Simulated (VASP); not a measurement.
Runs of VASP 6.6.1 on TaN. The structure is that of space group P-6m2 (No. 187), or close to it. The cells are those of the table. 

```csv
cell,gap on the mesh (eV),pressure (GPa)
"a = 2.891, b = 2.891, c = 2.978 Å, angles 90.0, 90.0, 120.0°, 2 atoms",none,(a)
"a = 3.021, b = 3.021, c = 2.727 Å, angles 90.0, 90.0, 120.0°, 2 atoms",none,(b)
"a = 2.978, b = 2.978, c = 2.806 Å, angles 90.0, 90.0, 120.0°, 2 atoms",none,-2.6
"a = 3.165, b = 3.165, c = 2.484 Å, angles 90.0, 90.0, 120.0°, 2 atoms",none,15.3
"a = 2.692, b = 2.692, c = 3.434 Å, angles 90.0, 90.0, 120.0°, 2 atoms",none,1.9
```

Alike in all rows: task single point; level PBEsol; potentials or basis VASP PAW PBE potentials, release 64 (Ta_pv, N); no spin polarisation; k mesh 24 × 24 × 18; cutoff (eV) 520; smearing gaussian 0.15 eV.

Question: Fill in the values left out.

Answer: (a) -4.9; (b) -0.1.

Caveats: the PAW data sets were made with another functional, which shifts forces and pressure a little; spin-orbit coupling is left out, which moves the levels of the heavy elements; the cell stands under tension (at least some runs); the cell stands under pressure (at least some runs).

A k mesh can miss the band edges, and the runs leave out spin-orbit coupling on Ta.

A gap of «none» marks levels without a gap at the run's occupations.
